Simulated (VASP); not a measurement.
Set up this calculation in VASP 6.6.1, as the native input.

```
Task                   : single point
Functional             : PBE
Potentials or basis    : VASP PAW PBE potentials, release 64 (Li_sv, Pb_d)
Cutoff                 : 520 eV
k mesh                 : 6 × 6 × 2
Occupations            : gaussian, width 0.1 eV
Spin                   : no spin polarisation
Dipole correction      : no
Further INCAR settings : ALGO = Normal; EDIFF = 1e-07; NBANDS = 22
```

The structure of LiPb2 lies in POSCAR:

```
LiPb2
1.0
    3.5558323000      0.0000000000      0.0000000000
   -1.7779162000      3.0794411000      0.0000000000
    0.0000000000      0.0000000000      7.4831756000
Li Pb
1 2
Direct
    0.0000000000      0.0000000000      0.0000000000
    0.6666667000      0.3333333000      0.6831160000
    0.3333333000      0.6666667000      0.3168840000
```

The input as run:

INCAR

```
ALGO = Normal ; EDIFF = 1E-7
ENCUT = 520 ; GGA = PE
ISIF = 2 ; ISMEAR = 0
LASPH = True ; LCHARG = True
LELF = True ; LREAL = False
LVHAR = True ; LWAVE = False
NBANDS = 22 ; NELM = 60
PREC = Accurate ; SIGMA = 0.1
```

KPOINTS

```
k-points
0
Gamma
  6 6 2
```

Potentials or basis: VASP PAW PBE potentials, release 64 (Li_sv, Pb_d).

Launch:

```console
$ cat potpaw_PBE.64/Li_sv/POTCAR potpaw_PBE.64/Pb_d/POTCAR > POTCAR
$ mpirun -np 1 vasp_std > vasp.out
```

It gave:

| Property | Result |
| --- | --- |
| Largest force | 0.021 eV/Å |

Caveat: the k points lie up to 0.42 Å⁻¹ apart.

Wall time 26 s on 1 thread of Intel(R) Xeon(R) Platinum 8488C (Sapphire Rapids) (shared host), peak memory 0.2 GiB.
